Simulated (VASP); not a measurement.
# Be16H (a cell with a defect) in VASP: single point with LDA

Aim: the single point of Be16H (a cell with a defect) with LDA.

Program: VASP 6.6.1. These are calculated values, not measurements. Logs are shortened: lines on timing, memory, paths and dates and some standing lists are left out, and cuts for length are marked.

**1. The cell of the first run**

The cell holds a defect, 17 atoms: a = 4.580 Å, b = 3.966 Å, c = 7.177 Å, α = 90.00°, β = 90.00°, γ = 90.00°.

**2. Single point, LDA**

The input, INCAR:

```
PREC = Accurate ; ENCUT = 520
EDIFF = 1E-6 ; ISMEAR = 0
SIGMA = 0.1 ; LREAL = Auto
LASPH = T ; NELM = 80
ALGO = Normal ; ISIF = 2
LWAVE = F ; LCHARG = F
GGA = CA ; NBANDS = 30
```

The input, KPOINTS:

```
Automatic mesh
0
Gamma
  4 4 3
```

The input, POSCAR:

```
Be16H
1.0
   -2.2900000000     -3.9663960000      0.0000000000
    3.4350000000     -1.9831980000      0.0000000000
    0.0000000000      0.0000000000      7.1768600000
Be H
16 1
Direct
    0.7496671748      0.4949819011     -0.0012380066
    0.5194886797      0.3410794983      0.2502753293
    0.7496653482      0.4949850502      0.5017906160
    0.4993559717      0.3341100946      0.7502757473
    0.5031358745     -0.0038378013     -0.0051973983
    0.2496696807      0.8225876474      0.2502751900
    0.5031359894     -0.0038324845      0.5057520977
    0.2496695662      0.8364740340      0.7502763047
    0.2496677136      0.5090570783     -0.0061706652
   -0.0201596028      0.3411061164      0.2502758867
    0.2496684464      0.5090636804      0.5067178404
   -0.0000181604      0.3341098727      0.7502753293
   -0.0037967256     -0.0038330427     -0.0051960049
    0.7496606500      0.8277388322      0.2502785341
   -0.0037978973     -0.0038312037      0.5057512617
    0.7496702212      0.8267737428      0.7502775587
    0.2496652046      0.1795488555      0.2502836895
```

Potentials or basis: VASP PAW LDA potentials, release 64 (Be, H).

Launch:

```
> cat potpaw_LDA.64/Be/POTCAR potpaw_LDA.64/H/POTCAR > POTCAR
> mpirun -np 1 vasp_std > vasp.out
```

OUTCAR:

```text
PREC = Accurate
   ENCUT = 520
   EDIFF = 1E-6
   ISMEAR = 0
   LREAL = Auto
   LASPH = T
   NELM = 80
   ISIF = 2
   GGA = CA

 ion  position               nearest neighbor table
   1  0.750  0.495  0.999-  10 2.18   2 2.18   4 2.21  12 2.21  16 2.22  14 2.24  13 2.28   5 2.28
                             5 2.29  13 2.29   9 2.29   9 2.29
   2  0.519  0.341  0.250-  17 1.39  10 2.11   1 2.18   3 2.18  14 2.20   6 2.27   5 2.29   7 2.29
                            14 2.29  11 2.31   9 2.31
   3  0.750  0.495  0.502-  10 2.18   2 2.18   4 2.21  12 2.21  16 2.22  14 2.24   7 2.28  15 2.28
                             7 2.29  15 2.29  11 2.29  11 2.29
   4  0.499  0.334  0.750-   9 2.20  11 2.20   7 2.21   5 2.21   3 2.21   1 2.21  16 2.27   8 2.28
                            12 2.29  12 2.29   8 2.30  16 2.32
   5  0.503  0.996  0.995-  16 2.19   8 2.20   4 2.21   9 2.25  14 2.25  13 2.26   6 2.28   1 2.28
                             1 2.29   2 2.29  13 2.32   9 2.34
   6  0.250  0.823  0.250-  17 1.42  11 2.22   9 2.22  10 2.27   2 2.27  13 2.28   5 2.28  15 2.28
                             7 2.28  14 2.29  14 2.29
   7  0.503  0.996  0.506-  16 2.19   8 2.20   4 2.21  11 2.25  14 2.25  15 2.26   6 2.28   3 2.28
                             3 2.29   2 2.29  15 2.32  11 2.34
   8  0.250  0.836  0.750-   9 2.18  11 2.18   7 2.20   5 2.20  15 2.20  13 2.20   4 2.28  12 2.28
                            16 2.29  16 2.29   4 2.30  12 2.30
   9  0.250  0.509  0.994-   8 2.18  12 2.20   4 2.20   6 2.22   5 2.25  13 2.25   1 2.29   1 2.29
                            10 2.31   2 2.31  13 2.34   5 2.34
  10  0.980  0.341  0.250-  17 1.39   2 2.11   1 2.18   3 2.18  14 2.20   6 2.27  13 2.29  15 2.29
                            14 2.29  11 2.31   9 2.31
  11  0.250  0.509  0.507-   8 2.18  12 2.20   4 2.20   6 2.22   7 2.25  15 2.25   3 2.29   3 2.29
                            10 2.31   2 2.31  15 2.34   7 2.34
  12  1.000  0.334  0.750-   9 2.20  11 2.20  15 2.21  13 2.21   3 2.21   1 2.21  16 2.27   8 2.28
                             4 2.29   4 2.29   8 2.30  16 2.32
  13  0.996  0.996  0.995-  16 2.19   8 2.20  12 2.21   9 2.25  14 2.25   5 2.26   6 2.28   1 2.28
                             1 2.29  10 2.29   5 2.32   9 2.34
  14  0.750  0.828  0.250-  10 2.20   2 2.20   3 2.24   1 2.24   7 2.25   5 2.25  15 2.25  13 2.25
                             6 2.29   6 2.29   2 2.29  10 2.29
  15  0.996  0.996  0.506-  16 2.19   8 2.20  12 2.21  11 2.25  14 2.25   7 2.26   6 2.28   3 2.28
                             3 2.29  10 2.29   7 2.32  11 2.34
  16  0.750  0.827  0.750-   5 2.19   7 2.19  15 2.19  13 2.19   1 2.22   3 2.22  12 2.27   4 2.27
                             8 2.29   8 2.29  12 2.32   4 2.32
  17  0.250  0.180  0.250-   2 1.39  10 1.39   6 1.42

  LATTYP: Found a simple orthorhombic cell.
 ALAT       =     3.9663962620
 B/A-ratio  =     1.1547004875
 C/A-ratio  =     1.8094157835

  Lattice vectors:

 A1 = (  -3.4350000000,   1.9831980000,   0.0000000000)
 A2 = (  -2.2900000000,  -3.9663960000,   0.0000000000)
 A3 = (   0.0000000000,   0.0000000000,   7.1768600000)

Analysis of symmetry for initial positions (statically):
[... 172 lines left out ...]
   IALGO  =     38    algorithm
   IMIX   =      4    mixing-type and parameters
     AMIX     =   0.40;   BMIX     =  1.00
     AMIX_MAG =   1.60;   BMIX_MAG =  1.00
  volume/ion in A,a.u.               =       7.67        51.75
  Fermi-wavevector in a.u.,A,eV,Ry     =   1.035573  1.956950 14.591049  1.072412
  Thomas-Fermi vector in A             =   2.169923
   LORBIT       =      0    0 simple, 1 ext, 2 COOP (PROOUT), +10 PAW based schemes
   GGA     = CA    functional components
   LHFCALC =     F    Hartree Fock is set to
   AEXX    =    0.0000 exact exchange contribution
   IVDW    =     0    specifies the selected vdW correction
   LEPSILON=     F    determine dielectric tensor
   LRPA    =     F    only Hartree local field effects (RPA)
 non-spin polarized calculation
 Gauss-broadening in eV      SIGMA  =   0.10
  energy-cutoff  :      520.00
  volume of cell :      130.38
 maximum number of plane-waves:      3529
 NGX is ok and might be reduce to    36
   NGX = 17   NGY = 15   NGZ = 27

 number of electron      33.0000000 magnetization

 Free energy of the ion-electron system (eV)
  ---------------------------------------------------
  ext. energy  EPLUGINS =         0.00000000
  ---------------------------------------------------
  free energy    TOTEN  =       -68.53338327 eV

  energy without entropy =      -68.52528218  energy(sigma->0) =      -68.52933273

 E-fermi :   7.1167     XC(G=0): -10.5984

 val. band max:        7.0842099523   @ k =   0.0000   0.0000   0.3333
 cond. band min:       7.1637173333   @ k =   0.5000   0.2500   0.0000
 fundamental gap:      0.0795073811
 Fermi energy:         7.1166522406

 k-point     1 :       0.0000    0.0000    0.0000
  band No.  band energies     occupation
      1      -5.1043      2.00000
      2      -3.0425      2.00000
      3      -2.3272      2.00000
      4      -0.5012      2.00000
      5       0.7799      2.00000
      6       1.3102      2.00000
[... 733 lines left out ...]
     27      12.8904      0.00000
     28      13.1026      0.00000

 [... further k-points ...]

 [bands above 28 left out]

------------------------ aborting loop because EDIFF is reached ----------------------------------------

  FORCE on cell =-STRESS in cart. coord.  units (eV):
  Direction    XX          YY          ZZ          XY          YZ          ZX
  --------------------------------------------------------------------------------------
  -------------------------------------------------------------------------------------
  Total       -3.7428797     -3.7216851     -1.2847664      0.0177818     -0.0000467      0.0000824
  in kB      -45.9960378    -45.7355786    -15.7884223      0.2185200     -0.0005735      0.0010120
  external PRESSURE =     -35.8400129 kB  Pullay stress =       0.0000000 kB

 VOLUME and BASIS-vectors are now :
 -----------------------------------------------------------------------------
  energy-cutoff  :      520.00
  volume of cell :      130.38
      direct lattice vectors                 reciprocal lattice vectors
    -2.290000000 -3.966396000  0.000000000    -0.109170306 -0.189088533  0.000000000
     3.435000000 -1.983198000  0.000000000     0.218340611 -0.126059022  0.000000000
     0.000000000  0.000000000  7.176860000     0.000000000  0.000000000  0.139336702

 POSITION                                       TOTAL-FORCE (eV/Angst)
 -----------------------------------------------------------------------------------
     -0.01648     -3.95512      7.16797         0.004704     -0.002861     -0.003635
     -0.01802     -2.73693      1.79619        -0.007045      0.006615     -0.000061
     -0.01646     -3.95512      3.60128         0.004743     -0.002919      0.003858
      0.00414     -2.64325      5.38462        -0.001482      0.000858     -0.000024
      2.26964     -3.97122      7.13956         0.000929      0.000177      0.001995
      2.25385     -2.62164      1.79619         0.002223     -0.001173     -0.000007
[... 9 lines left out ...]
      1.12322     -4.61314      5.38464        -0.003089      0.001908      0.000014
      0.04502     -1.34635      1.79625         0.011210     -0.005920      0.000101
 -----------------------------------------------------------------------------------
    total drift:                               -0.000725     -0.000129      0.000510

  FREE ENERGIE OF THE ION-ELECTRON SYSTEM (eV)
  ---------------------------------------------------
  free  energy   TOTEN  =       -68.5333832746 eV

  energy  without entropy=      -68.5252821770  energy(sigma->0) =      -68.52933273
```

OSZICAR:

```text
N       E                     dE             d eps       ncg     rms          rms(c)
DAV:   1     0.218076030957E+02    0.21808E+02   -0.12820E+04  1560   0.932E+02
DAV:   2    -0.655800825771E+02   -0.87388E+02   -0.80886E+02  2014   0.147E+02
DAV:   3    -0.691614020735E+02   -0.35813E+01   -0.35293E+01  2090   0.262E+01
DAV:   4    -0.691796668050E+02   -0.18265E-01   -0.18206E-01  1944   0.197E+00
DAV:   5    -0.691797569632E+02   -0.90158E-04   -0.90135E-04  1982   0.133E-01    0.439E+00
DAV:   6    -0.687032880744E+02    0.47647E+00   -0.16036E-01  1922   0.200E+00    0.249E+00
DAV:   7    -0.685387881202E+02    0.16450E+00   -0.24318E-01  1842   0.214E+00    0.504E-01
DAV:   8    -0.685346537330E+02    0.41344E-02   -0.17520E-02  1882   0.608E-01    0.271E-01
DAV:   9    -0.685333987188E+02    0.12550E-02   -0.26883E-03  1878   0.215E-01    0.400E-02
DAV:  10    -0.685333854429E+02    0.13276E-04   -0.34846E-04  1878   0.805E-02    0.124E-02
DAV:  11    -0.685333834610E+02    0.19819E-05   -0.10456E-05  1978   0.154E-02    0.322E-03
DAV:  12    -0.685333832746E+02    0.18638E-06   -0.16104E-06  1660   0.576E-03
   1 F= -.68533383E+02 E0= -.68529333E+02  d E =-.810110E-02
```

stdout:

```text
POSCAR found type information on POSCAR BeH
 POSCAR found :  2 types and      17 ions
 scaLAPACK will be used
 LDA part: xc-table for (Slater(with rela. corr.)+CA(PZ))
 , standard interpolation
 POSCAR, INCAR and KPOINTS ok, starting setup
 FFT: planning ... GRIDC
 FFT: planning ... GRID_SOFT
 FFT: planning ... GRID
 WAVECAR not read
 entering main loop
```

Run time: 57 s. Hardware: 1 thread of Intel Xeon 6975P-C (Granite Rapids), shared host; peak memory 0.23 GiB.

Results:

* Free energy: -68.5334 eV
* Pressure: -3.6 GPa
* Largest force: 0.013 eV/Å

Forces on the atoms (eV/Å):
```
Be   0.005 -0.003 -0.004
Be  -0.007  0.007  0.000
Be   0.005 -0.003  0.004
Be  -0.001  0.001  0.000
Be   0.001  0.000  0.002
Be   0.002 -0.001  0.000
Be   0.001  0.000 -0.002
Be  -0.001  0.001  0.000
Be  -0.004  0.002  0.001
Be  -0.010  0.003  0.000
Be  -0.004  0.002 -0.001
Be  -0.001  0.001  0.000
Be   0.000 -0.001  0.002
Be   0.007 -0.004  0.000
Be   0.000 -0.001 -0.002
Be  -0.003  0.002  0.000
H    0.011 -0.006  0.000
```

Stress tensor (GPa, compression positive):
```
-4.60  0.02  0.00
 0.02 -4.57  0.00
 0.00  0.00 -1.58
```

Caveat: the k points lie up to 0.40 Å⁻¹ apart.
